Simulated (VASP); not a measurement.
Input of a VASP 6.6.1 run:

INCAR

```
SYSTEM = AlN
PREC = Accurate
ENCUT = 520
EDIFF = 1E-7
ISMEAR = 0
SIGMA = 0.02
LREAL = .FALSE.
LASPH = .TRUE.
NELM = 80
ALGO = Normal
ISIF = 2
LWAVE = .FALSE.
LCHARG = .TRUE.
GGA = PE
LELF = .TRUE.
LVHAR = .TRUE.
NBANDS = 16
ISYM = 0
```

KPOINTS

```
Automatic mesh
0
G
  9 5 11
  0 0 0
```

Contents of POSCAR:

```
AlN
1.0
    3.2184289305      0.0000000000      0.0000000000
   -1.6092144652      5.9378516464      0.0000000000
   -1.6092144652     -1.3414550329      2.2896324003
Al N
2 2
Direct
    0.6683953842      0.0017287175      0.3350620508
    0.8350620508      0.5017287175      0.1683953842
    0.0499379492      0.3832712825      0.7166046158
    0.2166046158      0.8832712825      0.5499379492
```

Potentials or basis: VASP PAW PBE potentials, release 64 (Al, N).

The run is started by

```bash
$ cat potpaw_PBE.64/Al/POTCAR potpaw_PBE.64/N/POTCAR > POTCAR
$ mpirun -np 1 vasp_std > vasp.out
```

Question: What does it give for the band gap on the k mesh?

Answer: 3.61 eV.

Question: Predict the pressure.

Answer: -4.6 GPa.

Question: What does it give for the largest force?

Answer: 1.001 eV/Å.

Stress tensor (GPa, compression positive):
```
-10.64   0.00   0.00
  0.00 -12.18  -1.78
  0.00  -1.78   8.91
```

Caveat: the stress differs along the axes, from -12 to 9 GPa; forces of over 1 eV/Å act on the atoms, so gaps and moduli don't describe the material at rest.
